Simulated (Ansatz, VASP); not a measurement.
## Two plane-wave programs on TaAs3

```
Ta As
1.0
    -2.19260    2.19260   10.10264
     2.19260   -2.19260   10.10264
     2.19260    2.19260  -10.10264
Ta As
2 6
Direct
  0.75000 0.25000 0.50000
  0.00000 0.00000 0.00000
  0.37500 0.62500 0.75000
  0.87500 0.62500 0.25000
  0.37500 0.12500 0.75000
  0.37500 0.62500 0.25000
  0.50000 0.50000 0.00000
  0.25000 0.75000 0.50000
```

Alike in both runs: functional PBE; k mesh 4 × 4 × 4; occupations gaussian, width 0.2 eV; no spin polarisation.

Ansatz relaxed the structure, and its values are those at the end. VASP's run is a single point on that final structure, the one shown.

|  | VASP | Ansatz |
| --- | --- | --- |
| version | VASP 6.6.1 | Ansatz 0.2.0 |
| potentials or method | VASP PAW PBE potentials, release 64 (Ta_sv_GW, As_d), cutoff 600 eV | scalar-relativistic, plane waves, PAW |
| valence electrons in the cell | 116 | 116 |

|  | VASP | Ansatz | Ansatz less VASP |
| --- | --- | --- | --- |
| gap on the k mesh at the Fermi level (eV) | none | none | - |
| pressure (GPa) | -0.1 | -0.1 | +0.06 |

A gap of «none» marks a metal or a gap that the smearing closes.

The k mesh is coarse, so the values compare programs but aren't converged. Spin-orbit coupling is off throughout.
